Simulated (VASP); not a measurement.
# SiC: single point with r2SCAN

The system is SiC.

```xyz
4
Lattice="3.0752 0.0000 0.0000 -1.5376 2.6632 0.0000 0.0000 0.0000 5.0482" Properties=species:S:1:pos:R:3 pbc="T T T"
Si    0.0000    1.7755    0.0232
Si    1.5376    0.8877    2.5473
C     0.0000    1.7755    1.9203
C     1.5376    0.8877    4.4444
```

| Property | Result |
| --- | --- |
| Program | VASP 6.6.1 |
| Task | single point |
| Functional | r2SCAN |
| Potentials or basis | VASP PAW PBE potentials, release 64 (Si, C) |
| Cutoff | 520 eV |
| k mesh | 12 × 12 × 6 |
| Occupations | gaussian, width 0.05 eV |
| Spin | no spin polarisation |
| Dipole correction | no |
| Further INCAR settings | ALGO = Normal; EDIFF = 1e-07; NBANDS = 16 |

```json
{"Pressure": "-0.2 GPa", "Band gap on the k mesh": "2.66 eV, indirect (least direct gap 4.48 eV)"}
```

Levels at points of the mesh, in eV from the valence-band top:
| k point | band 4 | band 5 | band 6 | band 7 | band 8 | band 9 | band 10 | band 11 | band 12 | band 13 |
| --- | --- | --- | --- | --- | --- | --- | --- | --- | --- | --- |
| (0.00, 0.00, 0.00) | -1.39 | -1.39 | -0.11 | 0.00 | 0.00 | 5.38 | 6.78 | 7.19 | 7.19 | 8.33 |
| (0.50, 0.00, 0.00) | -6.55 | -5.62 | -3.48 | -3.36 | -1.26 | 3.23 | 4.66 | 7.47 | 7.65 | 10.76 |
| (0.00, 0.00, 0.50) | -4.63 | -0.75 | -0.75 | -0.75 | -0.75 | 6.50 | 6.50 | 7.89 | 7.89 | 7.89 |
| (0.50, 0.00, 0.50) | -8.54 | -2.56 | -2.56 | -2.44 | -2.44 | 3.72 | 3.72 | 5.79 | 5.79 | 11.10 |

Run time: 68 s on 1 thread of Intel(R) Xeon(R) 6975P-C (Granite Rapids) (shared host), peak memory 0.18 GiB.

Caveat: the PAW data sets were made with another functional, which shifts forces and pressure a little. A k mesh can miss the band edges.
